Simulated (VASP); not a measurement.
# HfN (F-43m) in VASP: single point with r2SCAN

Aim: the single point of HfN with r2SCAN.

Everything below comes from runs of VASP 6.6.1. Logs are shortened: lines on timing, memory, paths and dates and some standing lists are left out, and cuts for length are marked.

## Step 1: The cell of the first run

The structure is cubic, space group F-43m (No. 216). The conventional cell has a = 4.892 Å, b = 4.892 Å, c = 4.892 Å, α = 90.00°, β = 90.00°, γ = 90.00°. Within 2.8 Å of Hf (site symmetry -43m) lie 4 N at 2.12 Å. Within 2.8 Å of N (site symmetry -43m) lie 4 Hf at 2.12 Å.

## Step 2: Single point, r2SCAN

The input, POSCAR:

```
HfN
1.0
    0.0000000000     -2.4458088214     -2.4458088214
    0.0000000000      2.4458088214     -2.4458088214
    4.8916176429      0.0000000000      0.0000000000
Hf N
2 2
Direct
    0.5000000000      0.5000000000      0.5000000000
    0.0000000000      0.0000000000      0.0000000000
    0.0000000000      0.5000000000      0.2500000000
    0.5000000000      0.0000000000      0.7500000000
```

The input, INCAR.step1:

```
SYSTEM = HfN
ALGO     = Normal         ! electronic algorithm
EDIFF    = 1E-5           ! SCF threshold, eV
ENCUT    = 660            ! plane-wave cutoff, eV
GGA      = PE             ! functional
GGA_COMPAT= .False.      
ISMEAR   = 0              ! smearing method
LASPH    = .True.         ! aspherical terms in the spheres
LCHARG   = .False.        ! write CHGCAR
LREAL    = .False.        ! projectors in reciprocal space
LWAVE    = .True.         ! write WAVECAR
NBANDS   = 23             ! bands
NELM     = 120            ! most SCF steps
PREC     = Accurate       ! precision mode
SIGMA    = 0.15           ! smearing width, eV
```

The input, INCAR.step2:

```
SYSTEM = HfN
ALGO     = Normal         ! electronic algorithm
EDIFF    = 1E-6           ! SCF threshold, eV
ENCUT    = 660            ! plane-wave cutoff, eV
GGA_COMPAT= .False.      
ISIF     = 2              ! what is computed and relaxed
ISMEAR   = 0              ! smearing method
ISTART   = 1            
LASPH    = .True.         ! aspherical terms in the spheres
LCHARG   = .True.         ! write CHGCAR
LELF     = .True.         ! ELF
LMIXTAU  = .True.       
LREAL    = .False.        ! projectors in reciprocal space
LVHAR    = .True.       
LWAVE    = .False.        ! write WAVECAR
METAGGA  = R2SCAN         ! meta-GGA
NBANDS   = 23             ! bands
NELM     = 120            ! most SCF steps
PREC     = Accurate       ! precision mode
SIGMA    = 0.15           ! smearing width, eV
```

The input, KPOINTS:

```
k-points
0
Gamma
  10 10 8
  0 0 0
```

Potentials or basis: VASP PAW PBE potentials, release 64 (Hf_pv, N).

Command:

```console
cat potpaw_PBE.64/Hf_pv/POTCAR potpaw_PBE.64/N/POTCAR > POTCAR
cp INCAR.step1 INCAR
mpirun -np 1 vasp_std > vasp.out
cp INCAR.step2 INCAR
mpirun -np 1 vasp_std > vasp.out
```

OUTCAR:

```text
SYSTEM = HfN
   EDIFF = 1E-6
   ENCUT = 660
   ISIF = 2
   ISMEAR = 0
   ISTART = 1
   LASPH = .True.
   LREAL = .False.
   METAGGA = R2SCAN
   NELM = 120
   PREC = Accurate

 ion  position               nearest neighbor table
   1  0.500  0.500  0.500-   3 2.12   4 2.12   4 2.12   3 2.12   2 3.46   2 3.46   2 3.46   2 3.46
                             2 3.46   2 3.46   2 3.46   2 3.46
   2  0.000  0.000  0.000-   3 2.12   4 2.12   3 2.12   4 2.12   1 3.46   1 3.46   1 3.46   1 3.46
                             1 3.46   1 3.46   1 3.46   1 3.46
   3  0.000  0.500  0.250-   1 2.12   2 2.12   2 2.12   1 2.12
   4  0.500  0.000  0.750-   1 2.12   2 2.12   1 2.12   2 2.12

  LATTYP: Found a simple tetragonal cell.
 ALAT       =     3.4588960062
 C/A-ratio  =     1.4142135624

  Lattice vectors:

 A1 = (   0.0000000000,  -2.4458088214,  -2.4458088214)
 A2 = (   0.0000000000,   2.4458088214,  -2.4458088214)
 A3 = (   4.8916176429,   0.0000000000,   0.0000000000)

Analysis of symmetry for initial positions (statically):
=====================================================================
 Subroutine PRICEL returns following result:

  LATTYP: Found a face centered cubic cell.
 ALAT       =     4.8916176429

  Lattice vectors:

 A1 = (  -2.4458088215,   0.0000000000,   2.4458088214)
 A2 = (  -2.4458088215,  -2.4458088214,   0.0000000000)
 A3 = (  -0.0000000000,  -2.4458088214,   2.4458088214)

   2 primitive cells build up your supercell.

 Routine SETGRP: Setting up the symmetry group for a
 simple tetragonal supercell.

 Subroutine GETGRP returns: Found  8 space group operations
 (whereof  8 operations were pure point group operations)
 out of a pool of 16 trial point group operations.

The static configuration has the point symmetry D_2d.

Analysis of symmetry for dynamics (positions and initial velocities):
=====================================================================
 Subroutine PRICEL returns following result:

  LATTYP: Found a face centered cubic cell.
 ALAT       =     4.8916176429

  Lattice vectors:

 A1 = (  -2.4458088215,   0.0000000000,   2.4458088214)
 A2 = (  -2.4458088215,  -2.4458088214,   0.0000000000)
 A3 = (  -0.0000000000,  -2.4458088214,   2.4458088214)

   2 primitive cells build up your supercell.

[... 97 lines left out ...]
 SYSTEM =  HfN
   PREC   = accura    normal or accurate (medium, high low for compatibility)
   ISTART =      1    job   : 0-new  1-cont  2-samecut
   ICHARG =      0    charge: 1-file 2-atom 10-const
   ISPIN  =      1    spin polarized calculation?
   LNONCOLLINEAR =      F non collinear calculations
   LSORBIT =      F    spin-orbit coupling
   LASPH  =      T    aspherical Exc in radial PAW
   ENCUT  =  660.0 eV  48.51 Ry    6.96 a.u.   7.25  7.25 10.25*2*pi/ulx,y,z
   NELM   =    120;   NELMIN=  2; NELMDL=  0     # of ELM steps
   EDIFF  = 0.1E-05   stopping-criterion for ELM
   LREAL  =      F    real-space projection
   EDIFFG = 0.1E-04   stopping-criterion for IOM
   NSW    =      0    number of steps for IOM
   IBRION =     -1    ionic relax: 0-MD 1-quasi-New 2-CG
   NFREE  =      0    steps in history (QN), initial steepest desc. (CG)
   ISIF   =      2    stress and relaxation
   ISYM   =      2    0-nonsym 1-usesym 2-fastsym
   POTIM  = 0.5000    time-step for ionic-motion
   TEBEG  =    0.0;   TEEND  =   0.0 temperature during run
   PSTRESS=    0.0 pullay stress
   NELECT =      30.0000    total number of electrons
   NUPDOWN=      -1.0000    fix difference up-down
   EMIN   =  10.00;   EMAX   =-10.00  energy-range for DOS
   EFERMI =   0.00;   METHOD = LEGACY
   ISMEAR =     0;   SIGMA  =   0.15  broadening in eV -4-tet -1-fermi 0-gaus
   EFERMI_NEDOS =   21; number of points for ismear=-14 and -15
   IALGO  =     38    algorithm
   IMIX   =      4    mixing-type and parameters
     AMIX     =   0.40;   BMIX     =  1.00
     AMIX_MAG =   1.60;   BMIX_MAG =  1.00
  volume/ion in A,a.u.               =      14.63        98.73
  Fermi-wavevector in a.u.,A,eV,Ry     =   1.310205  2.475929 23.356283  1.716638
  Thomas-Fermi vector in A             =   2.440752
   LORBIT       =      0    0 simple, 1 ext, 2 COOP (PROOUT), +10 PAW based schemes
   METAGGA = R2SCAN    functional components
   LHFCALC =     F    Hartree Fock is set to
   AEXX    =    0.0000 exact exchange contribution
   IVDW    =     0    specifies the selected vdW correction
   LEPSILON=     F    determine dielectric tensor
   LRPA    =     F    only Hartree local field effects (RPA)
 non-spin polarized calculation
 Gauss-broadening in eV      SIGMA  =   0.15
  energy-cutoff  :      660.00
  volume of cell :       58.52
 maximum number of plane-waves:      2316
 NGX is ok and might be reduce to    30
   NGX = 15   NGY = 15   NGZ = 21

 number of electron      30.0000007 magnetization

 Free energy of the ion-electron system (eV)
  ---------------------------------------------------
  ext. energy  EPLUGINS =         0.00000000
  ---------------------------------------------------
  free energy    TOTEN  =      -115.43777571 eV

  energy without entropy =     -115.42433557  energy(sigma->0) =     -115.43105564

 E-fermi :   5.8913     XC(G=0): -12.0048

 val. band max:        5.8497264492   @ k =   0.1000   0.0000   0.1250
 cond. band min:       5.9272328877   @ k =   0.1000   0.1000   0.0000
 fundamental gap:      0.0775064384
 Fermi energy:         5.8912735474

 k-point     1 :       0.0000    0.0000    0.0000
  band No.  band energies     occupation
      1     -26.9605      2.00000
      2     -26.6168      2.00000
      3     -26.6168      2.00000
      4     -26.4482      2.00000
      5     -26.4468      2.00000
      6     -26.4468      2.00000
[... 613 lines left out ...]
     22      12.0392      0.00000
     23      12.1750      0.00000

 [... further k-points ...]
[... 5 lines left out ...]
  --------------------------------------------------------------------------------------
  -------------------------------------------------------------------------------------
  Total       -0.5681658     -0.3983046     -0.3983046      0.0000000      0.0000000      0.0000000
  in kB      -15.5545742    -10.9043159    -10.9043159      0.0000000      0.0000000      0.0000000
  external PRESSURE =     -12.4544020 kB  Pullay stress =       0.0000000 kB

 VOLUME and BASIS-vectors are now :
 -----------------------------------------------------------------------------
  energy-cutoff  :      660.00
  volume of cell :       58.52
      direct lattice vectors                 reciprocal lattice vectors
     0.000000000 -2.445808821 -2.445808821     0.000000000 -0.204431350 -0.204431350
     0.000000000  2.445808821 -2.445808821     0.000000000  0.204431350 -0.204431350
     4.891617643  0.000000000  0.000000000     0.204431350  0.000000000  0.000000000

 POSITION                                       TOTAL-FORCE (eV/Angst)
 -----------------------------------------------------------------------------------
      2.44581      0.00000     -2.44581        -0.000000     -0.000000     -0.000000
      0.00000      0.00000      0.00000        -0.000000     -0.000000     -0.000000
      1.22290      1.22290     -1.22290         0.000000      0.000000      0.000000
      3.66871     -1.22290     -1.22290        -0.000000      0.000000      0.000000
 -----------------------------------------------------------------------------------
    total drift:                                0.000000     -0.000000      0.000000

  FREE ENERGIE OF THE ION-ELECTRON SYSTEM (eV)
  ---------------------------------------------------
  free  energy   TOTEN  =      -115.4377757098 eV

  energy  without entropy=     -115.4243355685  energy(sigma->0) =     -115.43105564
```

OSZICAR.step1:

```text
N       E                     dE             d eps       ncg     rms          rms(c)
DAV:   1     0.146566279514E+03    0.14657E+03   -0.18482E+04  4830   0.151E+03
DAV:   2    -0.404330748179E+02   -0.18700E+03   -0.17713E+03  6338   0.359E+02
DAV:   3    -0.495677162040E+02   -0.91346E+01   -0.90457E+01  6174   0.637E+01
DAV:   4    -0.496767365280E+02   -0.10902E+00   -0.10887E+00  5973   0.814E+00
DAV:   5    -0.496787194102E+02   -0.19829E-02   -0.19822E-02  6661   0.947E-01    0.773E+01
DAV:   6    -0.426164940357E+02    0.70622E+01   -0.39986E+01  5846   0.324E+01    0.548E+01
DAV:   7    -0.425076588259E+02    0.10884E+00   -0.29388E+00  5930   0.978E+00    0.284E+01
DAV:   8    -0.424682196831E+02    0.39439E-01   -0.18956E-01  6143   0.314E+00    0.656E+00
DAV:   9    -0.424543502861E+02    0.13869E-01   -0.95369E-02  6061   0.162E+00    0.328E+00
DAV:  10    -0.424525585919E+02    0.17917E-02   -0.10039E-02  6221   0.634E-01    0.231E-01
DAV:  11    -0.424525539446E+02    0.46473E-05   -0.52926E-04  6111   0.175E-01    0.417E-02
DAV:  12    -0.424525536642E+02    0.28046E-06   -0.63466E-05  6178   0.480E-02
   1 F= -.42452554E+02 E0= -.42445620E+02  d E =-.138674E-01
```

Run time: 17 min. Hardware: 1 thread of Oxide Virtual Turin-like, shared host; peak memory 0.29 GiB.

Results:

- Free energy: -115.4378 eV
- Pressure: -1.2 GPa
- Band gap on the k mesh: zero (bands 15 and 16 overlap by 3.02 eV)

Levels at points of the mesh, in eV from the Fermi level:
```
           k point  band 12  band 13  band 14  band 15  band 16  band 17  band 18  band 19
(0.00, 0.00, 0.00)    -5.89    -3.98    -3.98    -1.31    -0.68     2.46     2.46     2.49
(0.50, 0.00, 0.00)    -5.56    -5.06    -5.06     0.94     0.94     1.51     1.51     2.93
(0.50, 0.50, 0.00)    -3.98    -3.98    -3.98    -1.31    -1.31     2.49     2.49     4.36
(0.00, 0.00, 0.50)    -5.08    -5.08    -5.08    -0.15    -0.15     2.74     2.74     3.30
(0.50, 0.00, 0.50)    -5.26    -5.26    -5.26     1.56     1.56     2.99     2.99     2.99
(0.50, 0.50, 0.50)    -5.46    -3.94    -3.94    -1.45    -1.45     1.58     1.58     3.93
```

Caveat: the PAW data sets were made with another functional, which shifts forces and pressure a little; spin-orbit coupling is left out, which moves the levels of the heavy elements.

The gap in the log of VASP goes by the Fermi energy; the results here count the filled bands.